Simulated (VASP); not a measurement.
# CuO (Cccm) in VASP: notebook

The runs below take CuO through single point, with PBEsol.

Everything below comes from runs of VASP 6.6.1. Logs are shortened: lines on timing, memory, paths and dates and some standing lists are left out, and cuts for length are marked.

### 1 The cell of the first run

Symmetry: Cccm, No. 66, orthorhombic system. Conventional cell: a = 4.085 Å, b = 4.101 Å, c = 5.092 Å, α = 90.00°, β = 90.00°, γ = 90.00°. Within 2.6 Å of Cu (site symmetry 2/m) lie 4 O at 1.93 Å. O (site symmetry 222) has 4 Cu at 1.93 Å and 2 O at 2.55 Å within 2.6 Å.

### 2 Single point, PBEsol

INCAR reads:

```
PREC = Accurate ; ENCUT = 520
EDIFF = 1E-7 ; ISMEAR = 0
SIGMA = 0.1 ; LREAL = False
LASPH = True ; NELM = 80
ALGO = Normal ; ISIF = 2
LWAVE = False ; LCHARG = True
GGA = PS ; LELF = True
LVHAR = True ; NBANDS = 25
```

KPOINTS reads:

```
Automatic mesh
0
Gamma
  14 14 8
```

POSCAR reads:

```
CuO
1.0
    2.0425330993     -2.0503581635      0.0000000000
    2.0425330993      2.0503581635      0.0000000000
    0.0000000000      0.0000000000      5.0922648207
Cu O
2 2
Direct
    0.0000000000      0.5000000000      0.0000000000
    0.5000000000      0.0000000000      0.5000000000
    0.5000000000      0.5000000000      0.2500000000
    0.5000000000      0.5000000000      0.7500000000
```

Potentials or basis: VASP PAW PBE potentials, release 64 (Cu, O).

Started as:

```sh
$ cat potpaw_PBE.64/Cu/POTCAR potpaw_PBE.64/O/POTCAR > POTCAR
$ mpirun -np 1 vasp_std > vasp.out
```

OUTCAR:

```text
PREC = Accurate
   ENCUT = 520
   EDIFF = 1E-7
   ISMEAR = 0
   LREAL = False
   LASPH = True
   NELM = 80
   ISIF = 2
   GGA = PS

 ion  position               nearest neighbor table
   1  0.000  0.500  0.000-   3 1.93   4 1.93   3 1.93   4 1.93
   2  0.500  0.000  0.500-   3 1.93   4 1.93   3 1.93   4 1.93
   3  0.500  0.500  0.250-   1 1.93   2 1.93   2 1.93   1 1.93
   4  0.500  0.500  0.750-   1 1.93   2 1.93   2 1.93   1 1.93

  LATTYP: Found a base centered orthorhombic cell.
 ALAT       =     4.0850661986
 B/A-ratio  =     1.0038310587
 C/A-ratio  =     1.2465562547

  Lattice vectors:

 A1 = (   2.0425330993,  -2.0503581635,   0.0000000000)
 A2 = (   2.0425330993,   2.0503581635,   0.0000000000)
 A3 = (   0.0000000000,   0.0000000000,   5.0922648207)

Analysis of symmetry for initial positions (statically):
=====================================================================
 Subroutine PRICEL returns:
 Original cell was already a primitive cell.

 Routine SETGRP: Setting up the symmetry group for a
 base centered orthorhombic supercell.

 Subroutine GETGRP returns: Found  8 space group operations
 (whereof  4 operations were pure point group operations)
 out of a pool of  8 trial point group operations.

The static configuration has the point symmetry C_2h.
 The point group associated with its full space group is D_2h.

Analysis of symmetry for dynamics (positions and initial velocities):
=====================================================================
 Subroutine PRICEL returns:
 Original cell was already a primitive cell.

 Routine SETGRP: Setting up the symmetry group for a
 base centered orthorhombic supercell.

 Subroutine GETGRP returns: Found  8 space group operations
 (whereof  4 operations were pure point group operations)
 out of a pool of  8 trial point group operations.

The dynamic configuration has the point symmetry C_2h.
 The point group associated with its full space group is D_2h.

 Subroutine INISYM returns: Found  8 space group operations
 (whereof  4 operations are pure point group operations),
 and found     1 'primitive' translations

----------------------------------------------------------------------------------------

                                     Primitive cell

  volume of cell :      42.6520

  direct lattice vectors                    reciprocal lattice vectors
     2.042533099 -2.050358163  0.000000000     0.244794075 -0.243859833  0.000000000
     2.042533099  2.050358163  0.000000000     0.244794075  0.243859833  0.000000000
     0.000000000  0.000000000  5.092264821     0.000000000  0.000000000  0.196376276

  length of vectors
     2.894116456  2.894116456  5.092264821     0.345531123  0.345531123  0.196376276

  position of ions in fractional coordinates (direct lattice)
     0.000000000  0.500000000  0.000000000
     0.500000000  0.000000000  0.500000000
     0.500000000  0.500000000  0.250000000
     0.500000000  0.500000000  0.750000000

  ion indices of the primitive-cell ions
   primitive index   ion index
                 1           1
                 2           2
                 3           3
                 4           4

----------------------------------------------------------------------------------------

 KPOINTS: Automatic mesh

Automatic generation of k-mesh.
 Grid dimensions read from file:
 generate k-points for:   14   14    8

 Generating k-lattice:

  Cartesian coordinates                     Fractional coordinates (reciprocal lattice)
     0.017485291 -0.017418560  0.000000000     0.071428571  0.000000000  0.000000000
     0.017485291  0.017418560  0.000000000     0.000000000  0.071428571  0.000000000
     0.000000000  0.000000000  0.024547034     0.000000000  0.000000000  0.125000000

  Length of vectors
     0.024680795  0.024680795  0.024547034

  Shift w.r.t. Gamma in fractional coordinates (k-lattice)
     0.000000000  0.000000000  0.000000000

 Subroutine IBZKPT returns following result:
 ===========================================

 Found    285 irreducible k-points:

 Following reciprocal coordinates:
            Coordinates               Weight
  0.000000  0.000000  0.000000      1.000000
  0.071429 -0.000000  0.000000      4.000000
  0.142857  0.000000  0.000000      4.000000
  0.214286 -0.000000  0.000000      4.000000
  0.285714 -0.000000  0.000000      4.000000
  0.357143  0.000000  0.000000      4.000000
[... 16 lines left out ...]
  0.214286  0.142857  0.000000      4.000000
  0.285714  0.142857  0.000000      4.000000
 [... further k-points ...]
   k-points           NKPTS =    285   k-points in BZ     NKDIM =    285   number of bands    NBANDS=     25
   number of dos      NEDOS =    301   number of ions     NIONS =      4
   total plane-waves  NPLWV =  23040
   dimension x,y,z NGX =    24 NGY =   24 NGZ =   40
   dimension x,y,z NGXF=    48 NGYF=   48 NGZF=   80
   ions per type =               2   2
   NGX,Y,Z   is equivalent  to a cutoff of  13.79, 13.79, 13.06 a.u.
   NGXF,Y,Z  is equivalent  to a cutoff of  27.57, 27.57, 26.12 a.u.
 SYSTEM =  unknown system
   PREC   = accura    normal or accurate (medium, high low for compatibility)
   ISTART =      0    job   : 0-new  1-cont  2-samecut
   ICHARG =      2    charge: 1-file 2-atom 10-const
   ISPIN  =      1    spin polarized calculation?
   LNONCOLLINEAR =      F non collinear calculations
   LSORBIT =      F    spin-orbit coupling
   LASPH  =      T    aspherical Exc in radial PAW
   ENCUT  =  520.0 eV  38.22 Ry    6.18 a.u.   5.38  5.38  9.47*2*pi/ulx,y,z
   NELM   =     80;   NELMIN=  2; NELMDL= -5     # of ELM steps
   EDIFF  = 0.1E-06   stopping-criterion for ELM
   LREAL  =      F    real-space projection
   EDIFFG = 0.1E-05   stopping-criterion for IOM
   NSW    =      0    number of steps for IOM
   IBRION =     -1    ionic relax: 0-MD 1-quasi-New 2-CG
   NFREE  =      0    steps in history (QN), initial steepest desc. (CG)
   ISIF   =      2    stress and relaxation
   ISYM   =      2    0-nonsym 1-usesym 2-fastsym
   POTIM  = 0.5000    time-step for ionic-motion
   TEBEG  =    0.0;   TEEND  =   0.0 temperature during run
   PSTRESS=    0.0 pullay stress
   NELECT =      34.0000    total number of electrons
   NUPDOWN=      -1.0000    fix difference up-down
   EMIN   =  10.00;   EMAX   =-10.00  energy-range for DOS
   EFERMI =   0.00;   METHOD = LEGACY
   ISMEAR =     0;   SIGMA  =   0.10  broadening in eV -4-tet -1-fermi 0-gaus
   EFERMI_NEDOS =   21; number of points for ismear=-14 and -15
   IALGO  =     38    algorithm
   IMIX   =      4    mixing-type and parameters
     AMIX     =   0.40;   BMIX     =  1.00
     AMIX_MAG =   1.60;   BMIX_MAG =  1.00
  volume/ion in A,a.u.               =      10.66        71.96
  Fermi-wavevector in a.u.,A,eV,Ry     =   1.517940  2.868490 31.349743  2.304141
  Thomas-Fermi vector in A             =   2.627128
   LORBIT       =      0    0 simple, 1 ext, 2 COOP (PROOUT), +10 PAW based schemes
   GGA     = PS    functional components
   LHFCALC =     F    Hartree Fock is set to
   AEXX    =    0.0000 exact exchange contribution
   IVDW    =     0    specifies the selected vdW correction
   LEPSILON=     F    determine dielectric tensor
   LRPA    =     F    only Hartree local field effects (RPA)
 non-spin polarized calculation
 Gauss-broadening in eV      SIGMA  =   0.10
  energy-cutoff  :      520.00
  volume of cell :       42.65
 maximum number of plane-waves:      1175
 NGX is ok and might be reduce to    24
   NGX = 11   NGY = 11   NGZ = 19

 number of electron      33.9999966 magnetization

 Free energy of the ion-electron system (eV)
  ---------------------------------------------------
  ext. energy  EPLUGINS =         0.00000000
  ---------------------------------------------------
  free energy    TOTEN  =       -21.48238477 eV

  energy without entropy =      -21.46962197  energy(sigma->0) =      -21.47600337

 E-fermi :   5.2298     XC(G=0): -11.8066

 val. band max:        5.2256937955   @ k =   0.4286   0.2857   0.3750
 cond. band min:       5.2315586161   @ k =   0.3571   0.0000   0.1250
 fundamental gap:      0.0058648206
 Fermi energy:         5.2298245248

 k-point     1 :       0.0000    0.0000    0.0000
  band No.  band energies     occupation
      1     -14.8620      2.00000
      2     -13.4285      2.00000
      3      -3.3367      2.00000
      4      -0.5048      2.00000
      5      -0.4966      2.00000
      6       1.2527      2.00000
[... 17 lines left out ...]
     24      19.8654      0.00000
     25      20.0648      0.00000

 k-point     2 :       0.0714   -0.0000    0.0000
  band No.  band energies     occupation
      1     -14.8320      2.00000
      2     -13.4194      2.00000
      3      -3.2870      2.00000
      4      -0.5306      2.00000
      5      -0.4860      2.00000
      6       0.9316      2.00000
[... 17 lines left out ...]
     24      19.9592      0.00000
     25      20.1069      0.00000

 k-point     3 :       0.1429    0.0000    0.0000
  band No.  band energies     occupation
      1     -14.7469      2.00000
      2     -13.3943      2.00000
      3      -3.1446      2.00000
      4      -0.6027      2.00000
      5      -0.4455      2.00000
      6       0.2611      2.00000
[... 17 lines left out ...]
     24      20.1662      0.00000
     25      20.2117      0.00000

 k-point     4 :       0.2143   -0.0000    0.0000
  band No.  band energies     occupation
      1     -14.6199      2.00000
      2     -13.3577      2.00000
      3      -2.9301      2.00000
      4      -0.6813      2.00000
      5      -0.4881      2.00000
      6      -0.3855      2.00000
[... 17 lines left out ...]
     24      20.0708      0.00000
     25      20.4370      0.00000
[... 477 lines left out ...]
 k-point    22 :       0.1429    0.1429    0.0000
  band No.  band energies     occupation
      1     -14.6335      2.00000
      2     -13.3620      2.00000
      3      -2.9509      2.00000
      4      -0.5886      2.00000
      5      -0.4968      2.00000
      6       0.1384      2.00000
[... 17 lines left out ...]
     24      18.0778      0.00000
     25      20.3977      0.00000

 k-point    23 :       0.2143    0.1429    0.0000
  band No.  band energies     occupation
      1     -14.5084      2.00000
      2     -13.3274      2.00000
      3      -2.7345      2.00000
      4      -0.6374      2.00000
      5      -0.4601      2.00000
      6      -0.4526      2.00000
[... 17 lines left out ...]
     24      17.9389      0.00000
     25      20.4486      0.00000

 k-point    24 :       0.2857    0.1429    0.0000
  band No.  band energies     occupation
      1     -14.3639      2.00000
      2     -13.2885      2.00000
      3      -2.4798      2.00000
      4      -1.1279      2.00000
      5      -0.6678      2.00000
      6      -0.3873      2.00000
[... 17 lines left out ...]
     24      18.2533      0.00000
     25      20.1398      0.00000

 [... further k-points ...]
[... 5 lines left out ...]
  --------------------------------------------------------------------------------------
  -------------------------------------------------------------------------------------
  Total        0.1692389      0.1578693      0.2838025     -0.0000000      0.0000000      0.0000000
  in kB        6.3572757      5.9301896     10.6607321     -0.0000000      0.0000000      0.0000000
  external PRESSURE =       7.6493991 kB  Pullay stress =       0.0000000 kB

 VOLUME and BASIS-vectors are now :
 -----------------------------------------------------------------------------
  energy-cutoff  :      520.00
  volume of cell :       42.65
      direct lattice vectors                 reciprocal lattice vectors
     2.042533099 -2.050358163  0.000000000     0.244794075 -0.243859833  0.000000000
     2.042533099  2.050358163  0.000000000     0.244794075  0.243859833  0.000000000
     0.000000000  0.000000000  5.092264821     0.000000000  0.000000000  0.196376276

 POSITION                                       TOTAL-FORCE (eV/Angst)
 -----------------------------------------------------------------------------------
      1.02127      1.02518      0.00000         0.000000      0.000000      0.000000
      1.02127     -1.02518      2.54613        -0.000000      0.000000      0.000000
      2.04253      0.00000      1.27307         0.000000     -0.000000      0.000000
      2.04253      0.00000      3.81920         0.000000     -0.000000     -0.000000
 -----------------------------------------------------------------------------------
    total drift:                                0.000000     -0.000000     -0.000000

  FREE ENERGIE OF THE ION-ELECTRON SYSTEM (eV)
  ---------------------------------------------------
  free  energy   TOTEN  =       -21.4823847654 eV

  energy  without entropy=      -21.4696219662  energy(sigma->0) =      -21.47600337
```

Run time: 2 min. Hardware: 1 thread of Intel Xeon 6975P-C (Granite Rapids), shared host; peak memory 0.35 GiB.

Results:

```
Free energy            : -21.4824 eV
Pressure               : 0.8 GPa
Band gap on the k mesh : zero (band 17 reaches 5.91 eV, above the bottom of band 18 at 4.71 eV)
```

Levels at points of the mesh, in eV from the Fermi level:
| k point | band 13 | band 14 | band 15 | band 16 | band 17 | band 18 | band 19 | band 20 | band 21 | band 22 |
| --- | --- | --- | --- | --- | --- | --- | --- | --- | --- | --- |
| (0.00, 0.00, 0.00) | -2.53 | -2.50 | -2.40 | -2.01 | 0.68 | 0.69 | 1.45 | 6.00 | 7.41 | 13.25 |
| (0.50, 0.00, 0.00) | -2.38 | -1.99 | -1.65 | -1.58 | 0.22 | 0.46 | 3.50 | 5.94 | 6.55 | 10.95 |
| (0.50, 0.50, 0.00) | -2.46 | -2.46 | -1.66 | -1.25 | -1.24 | 1.17 | 1.87 | 7.13 | 9.92 | 9.99 |
| (0.00, 0.00, 0.50) | -2.40 | -2.40 | -1.63 | -1.63 | 0.08 | 0.08 | 3.51 | 3.51 | 11.70 | 11.70 |
| (0.50, 0.00, 0.50) | -2.50 | -2.47 | -2.12 | -1.90 | -0.15 | 0.69 | 4.18 | 5.95 | 8.22 | 9.02 |
| (0.50, 0.50, 0.50) | -2.02 | -2.02 | -1.48 | -1.48 | -0.52 | -0.52 | 3.82 | 3.82 | 10.81 | 10.81 |

Caveat: the PAW data sets were made with another functional, which shifts forces and pressure a little; semilocal functionals often make such compounds metallic where correlation or magnetic order opens a gap, which also shifts bond lengths.

(Continued in part 2 of 2.)
